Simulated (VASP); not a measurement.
# SrO (P6_3/mmc) in VASP: notebook, part 2 of 2

VASP 6.6.1.

## (4) Relaxation of cell and atoms, PBE

INCAR reads:

```
ALGO = Normal
EDIFF = 1E-7
EDIFFG = -0.002
ENCUT = 600
GGA = PE
GGA_COMPAT = F
IBRION = 2
ISIF = 3
ISMEAR = 0
LASPH = T
LCHARG = F
LREAL = F
LWAVE = F
NELM = 120
NELMIN = 4
NSW = 100
PREC = Accurate
SIGMA = 0.02
```

KPOINTS reads:

```
k-points
0
Gamma
  9 9 4
```

POSCAR reads:

```
SrO
1.0
    3.5532880900      0.0000000000      0.0000000000
   -1.7766440500      3.0772377500      0.0000000000
    0.0000000000      0.0000000000      6.2173039800
Sr O
2 2
Direct
    0.3333333300      0.6666666700      0.2500000000
    0.6666666700      0.3333333300      0.7500000000
    0.0000000000      0.0000000000      0.0000000000
    0.0000000000      0.0000000000      0.5000000000
```

Potentials or basis: VASP PAW PBE potentials, release 64 (Sr_sv, O).

Run with:

```
$ cat potpaw_PBE.64/Sr_sv/POTCAR potpaw_PBE.64/O/POTCAR > POTCAR
$ mpirun -np 1 vasp_std > vasp.out
```

OUTCAR:

```text
EDIFF = 1E-7
   EDIFFG = -0.002
   ENCUT = 600
   GGA = PE
   IBRION = 2
   ISIF = 3
   ISMEAR = 0
   LASPH = T
   LREAL = F
   NELM = 120
   NELMIN = 4
   NSW = 100
   PREC = Accurate

 ion  position               nearest neighbor table
   1  0.333  0.667  0.250-   3 2.57   4 2.57   3 2.57   4 2.57   3 2.57   4 2.57   2 3.72   2 3.72
                             2 3.72   2 3.72   2 3.72   2 3.72
   2  0.667  0.333  0.750-   3 2.57   4 2.57   3 2.57   4 2.57   3 2.57   4 2.57   1 3.72   1 3.72
                             1 3.72   1 3.72   1 3.72   1 3.72
   3  0.000  0.000  0.000-   1 2.57   2 2.57   1 2.57   2 2.57   2 2.57   1 2.57
   4  0.000  0.000  0.500-   1 2.57   2 2.57   1 2.57   2 2.57   2 2.57   1 2.57

  LATTYP: Found a hexagonal cell.
 ALAT       =     3.5532880900
 C/A-ratio  =     1.7497325920

  Lattice vectors:

 A1 = (   3.5532880900,   0.0000000000,   0.0000000000)
 A2 = (  -1.7766440500,   3.0772377500,   0.0000000000)
 A3 = (   0.0000000000,   0.0000000000,   6.2173039800)

Analysis of symmetry for initial positions (statically):
=====================================================================
 Subroutine PRICEL returns:
 Original cell was already a primitive cell.

 Routine SETGRP: Setting up the symmetry group for a
 hexagonal supercell.

 Subroutine GETGRP returns: Found 24 space group operations
 (whereof 12 operations were pure point group operations)
 out of a pool of 24 trial point group operations.

The static configuration has the point symmetry D_3d.
 The point group associated with its full space group is D_6h.

Analysis of symmetry for dynamics (positions and initial velocities):
=====================================================================
 Subroutine PRICEL returns:
 Original cell was already a primitive cell.

 Routine SETGRP: Setting up the symmetry group for a
 hexagonal supercell.

 Subroutine GETGRP returns: Found 24 space group operations
 (whereof 12 operations were pure point group operations)
 out of a pool of 24 trial point group operations.

The dynamic configuration has the point symmetry D_3d.
 The point group associated with its full space group is D_6h.

 Subroutine INISYM returns: Found 24 space group operations
 (whereof 12 operations are pure point group operations),
 and found     1 'primitive' translations
[... 105 lines left out ...]
   ISIF   =      3    stress and relaxation
   ISYM   =      2    0-nonsym 1-usesym 2-fastsym
   POTIM  = 0.5000    time-step for ionic-motion
   TEBEG  =    0.0;   TEEND  =   0.0 temperature during run
   PSTRESS=    0.0 pullay stress
   NELECT =      32.0000    total number of electrons
   NUPDOWN=      -1.0000    fix difference up-down
   EMIN   =  10.00;   EMAX   =-10.00  energy-range for DOS
   EFERMI =   0.00;   METHOD = LEGACY
   ISMEAR =     0;   SIGMA  =   0.02  broadening in eV -4-tet -1-fermi 0-gaus
   EFERMI_NEDOS =   21; number of points for ismear=-14 and -15
   IALGO  =     38    algorithm
   IMIX   =      4    mixing-type and parameters
     AMIX     =   0.40;   BMIX     =  1.00
     AMIX_MAG =   1.60;   BMIX_MAG =  1.00
  volume/ion in A,a.u.               =      17.00       114.69
  Fermi-wavevector in a.u.,A,eV,Ry     =   1.273484  2.406537 22.065419  1.621763
  Thomas-Fermi vector in A             =   2.406305
   LORBIT       =      0    0 simple, 1 ext, 2 COOP (PROOUT), +10 PAW based schemes
   GGA     = PE    functional components
   LHFCALC =     F    Hartree Fock is set to
   AEXX    =    0.0000 exact exchange contribution
   IVDW    =     0    specifies the selected vdW correction
   LEPSILON=     F    determine dielectric tensor
   LRPA    =     F    only Hartree local field effects (RPA)
 conjugate gradient relaxation of ions
 non-spin polarized calculation
 Gauss-broadening in eV      SIGMA  =   0.02
  energy-cutoff  :      600.00
  volume of cell :       67.98
 maximum number of plane-waves:      2292
   NGX = 15   NGY = 15   NGZ = 25

--------------------------------------- Ionic step        1  -------------------------------------------

 number of electron      32.0000002 magnetization

 Free energy of the ion-electron system (eV)
  ---------------------------------------------------
  ext. energy  EPLUGINS =         0.00000000
  ---------------------------------------------------
  free energy    TOTEN  =       -23.74110660 eV

  energy without entropy =      -23.74110660  energy(sigma->0) =      -23.74110660

 E-fermi :   2.3478     XC(G=0): -10.0206

 val. band max:        2.2057409120   @ k =   0.0000   0.0000   0.0000
 cond. band min:       5.2865253543   @ k =   0.0000   0.0000   0.0000
 fundamental gap:      3.0807844422
 Fermi energy:         2.3478426878

 k-point     1 :       0.0000    0.0000    0.0000
  band No.  band energies     occupation
      1     -30.7799      2.00000
      2     -30.6723      2.00000
      3     -14.8933      2.00000
      4     -13.3467      2.00000
      5     -12.4533      2.00000
      6     -12.4533      2.00000
[... 694 lines left out ...]
--------------------------------------- Ionic step        5  -------------------------------------------

 number of electron      32.0000003 magnetization

 Free energy of the ion-electron system (eV)
  ---------------------------------------------------
  ext. energy  EPLUGINS =         0.00000000
  ---------------------------------------------------
  free energy    TOTEN  =       -23.75042429 eV

  energy without entropy =      -23.75042429  energy(sigma->0) =      -23.75042429

 E-fermi :   2.2779     XC(G=0):  -9.9127

 val. band max:        2.0977901837   @ k =   0.0000   0.0000   0.0000
 cond. band min:       5.0351569111   @ k =   0.0000   0.0000   0.0000
 fundamental gap:      2.9373667274
 Fermi energy:         2.2779135181

 k-point     1 :       0.0000    0.0000    0.0000
  band No.  band energies     occupation
      1     -30.9617      2.00000
      2     -30.8638      2.00000
      3     -14.9326      2.00000
      4     -13.4206      2.00000
      5     -12.6610      2.00000
      6     -12.6610      2.00000
[... 574 lines left out ...]
  FREE ENERGIE OF THE ION-ELECTRON SYSTEM (eV)
  ---------------------------------------------------
  free  energy   TOTEN  =       -23.7504242903 eV

  energy  without entropy=      -23.7504242903  energy(sigma->0) =      -23.75042429

 reached required accuracy - stopping structural energy minimisation
```

OSZICAR:

```text
N       E                     dE             d eps       ncg     rms          rms(c)
DAV:   1     0.200085449547E+03    0.20009E+03   -0.18051E+04  1440   0.170E+03
DAV:   2    -0.175082141096E+02   -0.21759E+03   -0.20939E+03  2072   0.343E+02
DAV:   3    -0.281111137425E+02   -0.10603E+02   -0.10557E+02  2144   0.710E+01
[... 46 lines left out ...]
       N       E                     dE             d eps       ncg     rms          rms(c)
DAV:   1    -0.237504266941E+02   -0.35700E-05   -0.28956E-04  1440   0.137E-01    0.111E-02
DAV:   2    -0.237504250660E+02    0.16281E-05   -0.26943E-06  1792   0.120E-02    0.656E-03
DAV:   3    -0.237504243354E+02    0.73065E-06   -0.10925E-06  1584   0.900E-03    0.218E-03
DAV:   4    -0.237504242903E+02    0.45099E-07   -0.91691E-08   884   0.244E-03
   5 F= -.23750424E+02 E0= -.23750424E+02  d E =-.110543E-03
```

CONTCAR:

```text
SrO
   1.00000000000000
     3.5840108238668020   -0.0000000000500104    0.0000000000000000
    -1.7920054170199429    3.1038444179519287    0.0000000000000000
    -0.0000000000000000    0.0000000000000000    6.2522019679383707
  Sr              O
     2     2
Direct
     0.3333333300000021    0.6666666699999979    0.2500000000000000
     0.6666666699999979    0.3333333300000021    0.7500000000000000
     0.0000000000000000    1.0000000000000000    0.0000000000000000
     0.0000000000000000    0.0000000000000000    0.5000000000000000

  0.00000000E+00  0.00000000E+00  0.00000000E+00
  0.00000000E+00  0.00000000E+00  0.00000000E+00
  0.00000000E+00  0.00000000E+00  0.00000000E+00
  0.00000000E+00  0.00000000E+00  0.00000000E+00
```

It took 6.9 min on 1 thread of Intel Xeon 8259CL, shared host; peak memory 0.23 GiB.

Results:

```yaml
Free_energy: -23.7504 eV
Relaxed_volume: 17.39 Å³/atom
Relaxed_cell: a = 3.584 Å, b = 3.584 Å, c = 6.252 Å, α = 90.00°, β = 90.00°, γ = 120.00°
Space_group_after_relaxing_to_0.1_Å: P6_3/mmc (No. 194)
Energy_gained_by_relaxing: 2.3 meV/atom
Ionic_steps: 5
Pressure_after_relaxing: 0.0 GPa
Band_gap_on_the_k_mesh: 2.94 eV
```

The path:
```csv
step,energy change (eV),largest force (eV/Å),pressure (GPa),volume (Å³)
1,0.0000,0.0000,1.92,67.98
2,-0.0085,0.0000,-0.53,70.00
3,-0.0092,0.0000,-0.01,69.54
4,-0.0093,0.0000,0.00,69.55
5,-0.0093,0.0000,0.00,69.55
```

Final structure:
```
CELL_PARAMETERS angstrom
3.58401 0.00000 0.00000
-1.79201 3.10384 0.00000
0.00000 0.00000 6.25220
ATOMIC_POSITIONS crystal
Sr 0.33333 0.66667 0.25000
Sr 0.66667 0.33333 0.75000
O 0.00000 0.00000 0.00000
O 0.00000 0.00000 0.50000
```

Levels at points of the mesh, in eV from the valence-band top:
```tsv
k point	band 12	band 13	band 14	band 15	band 16	band 17	band 18	band 19	band 20
(0.00, 0.00, 0.00)	-1.01	-1.01	-0.76	-0.76	0.00	2.94	4.95	5.11	6.11
(0.00, 0.00, 0.50)	-1.60	-0.91	-0.91	-0.91	-0.91	4.56	4.56	5.86	5.86
```

A k mesh can miss the band edges.

## (5) Overview

```csv
task,cell,k mesh,smearing,gap on the mesh (eV),pressure (GPa)
single point,"a = 3.553, b = 3.553, c = 6.217 Å, angles 90.0, 90.0, 120.0°, 4 atoms",6 × 6 × 4,gaussian 0.1 eV,3.06,1.9
single point,"a = 3.577, b = 3.577, c = 6.243 Å, angles 90.0, 90.0, 120.0°, 4 atoms",9 × 9 × 4,gaussian 0.02 eV,2.97,0.4
relaxation of cell and atoms,"relaxed from a = 3.553, b = 3.553, c = 6.217 Å, angles 90.0, 90.0, 120.0°, 4 atoms",9 × 9 × 4,gaussian 0.02 eV,2.94,0.0
```

Alike in all rows: level PBE; potentials or basis VASP PAW PBE potentials, release 64 (Sr_sv, O); no spin polarisation; cutoff (eV) 600.

Total energies depend on the potentials used, so only differences within one code and one set of settings carry meaning.
